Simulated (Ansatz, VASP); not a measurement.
## Li2S in VASP and in Ansatz

```xyz
3
Lattice="0.0000 2.8814 2.8814 2.8814 0.0000 2.8814 2.8814 2.8814 0.0000" Properties=species:S:1:pos:R:3 pbc="T T T"
Li    1.4407    1.4407    1.4407
Li    4.3221    4.3221    4.3221
S     0.0000    0.0000    0.0000
```

Alike in both runs: task single point; functional BLYP; k mesh 8 × 8 × 8; occupations gaussian, width 0.05 eV; no spin polarisation.

|  | VASP | Ansatz |
| --- | --- | --- |
| version | VASP 6.6.1 | Ansatz 0.2.0 |
| potentials or method | VASP PAW PBE potentials, release 64 (Li_sv, S), cutoff 750 eV | scalar-relativistic, plane waves, PAW |
| valence electrons in the cell | 12 | 12 |

```csv
,VASP,Ansatz,Ansatz less VASP
gap on the k mesh at the Fermi level (eV),3.65,3.65,-0.002
least direct gap on the mesh (eV),4.33,4.32,-0.014
pressure (GPa),0.0,0.0,+0.02
```

VASP's potentials were made for PBE, not for BLYP.
